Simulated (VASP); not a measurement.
A run of VASP 6.6.1:

File INCAR:

```
SYSTEM = Cr
ALGO     = Normal         ! electronic algorithm
EDIFF    = 1E-6           ! SCF threshold, eV
ENCUT    = 520            ! plane-wave cutoff, eV
GGA      = PS             ! functional
ISIF     = 2              ! what is computed and relaxed
ISMEAR   = -1             ! smearing method
ISPIN    = 2              ! spin polarisation
LASPH    = .TRUE.         ! aspherical terms in the spheres
LCHARG   = .FALSE.        ! write CHGCAR
LMAXMIX  = 4              ! l up to which the mixer works
LORBIT   = 11             ! projections on sites
LREAL    = .FALSE.        ! projectors in reciprocal space
LWAVE    = .FALSE.        ! write WAVECAR
MAGMOM   = 2              ! initial moments
NBANDS   = 16             ! bands
NELM     = 150            ! most SCF steps
PREC     = Accurate       ! precision mode
SIGMA    = 0.1            ! smearing width, eV
```

Contents of KPOINTS:

```
k-points
0
G
  16 16 16
  0 0 0
```

Contents of POSCAR:

```
Cr
1.0
    2.3094724061      0.0000000000      0.0000000000
    0.0000000000      2.3094724061      0.0000000000
    0.0000000000      0.0000000000      2.3094724061
Cr
1
Direct
    0.0000000000      0.0000000000      0.0000000000
```

Potentials or basis: VASP PAW PBE potentials, release 64 (Cr_pv).

The run is started by

```bash
$ cat potpaw_PBE.64/Cr_pv/POTCAR > POTCAR
$ mpirun -np 1 vasp_std > vasp.out
```

Hardware: 1 thread of Intel(R) Xeon(R) 6975P-C (Granite Rapids), with other jobs on the host.

Question: How long does it take, and how much memory?

Answer: Wall time 23 s on 1 thread of Intel(R) Xeon(R) 6975P-C (Granite Rapids), with other jobs on the host, peak memory 0.15 GiB. Counts: scf iterations 13, k points 165.
